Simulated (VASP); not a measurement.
SrMg3, 4 atoms in the cell. Symmetry: Pm-3m, No. 221, cubic system. The conventional cell has a = 4.900 Å, b = 4.900 Å, c = 4.900 Å, α = 90.00°, β = 90.00°, γ = 90.00°. Sr (site symmetry m-3m) has 12 Mg at 3.46 Å within 4.6 Å. Mg (site symmetry 4/mmm) has 4 Sr at 3.46 Å and 8 Mg at 3.46 Å within 4.6 Å. 

```yaml
Program: VASP 6.6.1
Task: single point
Functional: PBEsol
Potentials_or_basis: VASP PAW PBE potentials, release 64 (Sr_sv, Mg)
Cutoff: 520 eV
k_mesh: 5 × 5 × 5
Occupations: gaussian, width 0.05 eV
Spin: no spin polarisation
Dipole_correction: no
Further_INCAR_settings: ALGO = Normal; EDIFF = 1e-06; NBANDS = 16
```

Potentials or basis: VASP PAW PBE potentials, release 64 (Sr_sv, Mg).

Run with:

```bash
$ cat potpaw_PBE.64/Sr_sv/POTCAR potpaw_PBE.64/Mg/POTCAR > POTCAR
$ mpirun -np 1 vasp_std > vasp.out
```

Hardware: 1 thread of Intel(R) Xeon(R) 6975P-C (Granite Rapids), with other jobs on the host.

How long does it take, and how much memory?

Run time: 11 s on 1 thread of Intel(R) Xeon(R) 6975P-C (Granite Rapids), with other jobs on the host, peak memory 0.21 GiB. Counts: scf iterations 13, k points 10.
